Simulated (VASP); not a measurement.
La2O3:

```
La O
1.0
     6.26678    0.00000    0.00000
    -3.13339    5.42719    0.00000
     0.00000    0.00000    3.29977
La O
2 3
Direct
  0.66667 0.33333 0.50000
  0.33333 0.66667 0.50000
  0.50801 0.00000 0.00000
  0.00000 0.50801 0.00000
  0.49199 0.49199 0.00000
```

Base run:

```yaml
Program: VASP 6.6.1
Functional: PBEsol
Potentials_or_basis: VASP PAW PBE potentials, release 64 (La, O)
Cutoff: 520 eV
k_mesh: 5 × 5 × 8
Occupations: fermi-dirac, width 0.05 eV
Spin: no spin polarisation
```

Its results: band gap on the k mesh 1.46 eV (least direct gap 1.98 eV); pressure -1.2 GPa; largest force 0.062 eV/Å.

Question: The run is repeated on the same cell with these changes: functional from PBEsol to PBE. What comes out?

Answer: Band gap on the k mesh 1.54 eV (least direct gap 2.05 eV); pressure 1.9 GPa; largest force 0.047 eV/Å.

PBE binds less tightly than PBEsol, so the same cell stands under more pressure.

Caveats: spin-orbit coupling is left out, which moves the levels of the heavy elements; an odd mesh through Γ misses points on the zone boundary, where band edges can lie; the PAW data sets were made with another functional, which shifts forces and pressure a little (at least some runs).
